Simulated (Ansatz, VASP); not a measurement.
# Two plane-wave programs on Cu

INCAR

```
SYSTEM = Cu
ALGO = Fast
EDIFF = 1E-6
ENCUT = 520
GGA = PS
ISIF = 2
ISMEAR = 0
LASPH = .TRUE.
LCHARG = .TRUE.
LELF = .TRUE.
LREAL = .FALSE.
LVHAR = .TRUE.
LWAVE = .FALSE.
NBANDS = 18
NELM = 100
PREC = Accurate
SIGMA = 0.15
```

File KPOINTS:

```
k-points
0
G
  24 24 12
  0 0 0
```

Contents of POSCAR:

```
Cu
1.0
    2.6608015033      0.0000000000      0.0000000000
   -1.3304007516      2.3043216963      0.0000000000
    0.0000000000      0.0000000000      4.3181995500
Cu
2
Direct
    0.3333333333      0.6666666667      0.2500000000
    0.6666666667      0.3333333333      0.7500000000
```

Input for Ansatz:

```yaml
crystal:
  lattice:
    - [2.6608015033, 0.0, 0.0]
    - [-1.3304007516, 2.3043216963, 0.0]
    - [0.0, 0.0, 4.31819955]
  atoms:
    - { symbol: Cu, position: [0.3333333333, 0.6666666667, 0.25] }
    - { symbol: Cu, position: [0.6666666667, 0.3333333333, 0.75] }
basis:
  ecutwfc: 420
kpoints:
  mp_grid: { grid: [24, 24, 12] }
hamiltonian:
  xc: pbesol
scf:
  occupations: { method: gaussian, width: 0.15 }
output:
  forces: true
  stress: true
  eigenvalues: true
```

Change from the starting cell: strain +0.050 along x and y, +0.050 along z, atoms carried along.

Alike in both runs: task single point; functional PBEsol; k mesh 24 × 24 × 12; occupations gaussian, width 0.15 eV; no spin polarisation.

|  | VASP | Ansatz |
| --- | --- | --- |
| version | VASP 6.6.1 | Ansatz 0.2.0 |
| potentials or method | VASP PAW PBE potentials, release 64 (Cu), cutoff 520 eV | scalar-relativistic, plane waves, PAW |
| valence electrons in the cell | 22 | 38 |

```tsv
	VASP	Ansatz	Ansatz less VASP
gap on the k mesh at the Fermi level (eV)	none	none	-
pressure (GPa)	-17.0	-17.6	-0.57
traceless stress, the component that is largest in VASP (GPa)	0.80	0.82	+0.018
```

VASP's potentials were made for PBE, not for PBEsol. A gap of «none» marks a metal or a gap that the smearing closes. VASP's potentials hold 22 valence electrons a cell and Ansatz's 38, so a difference there can come from the potentials and not from the codes.
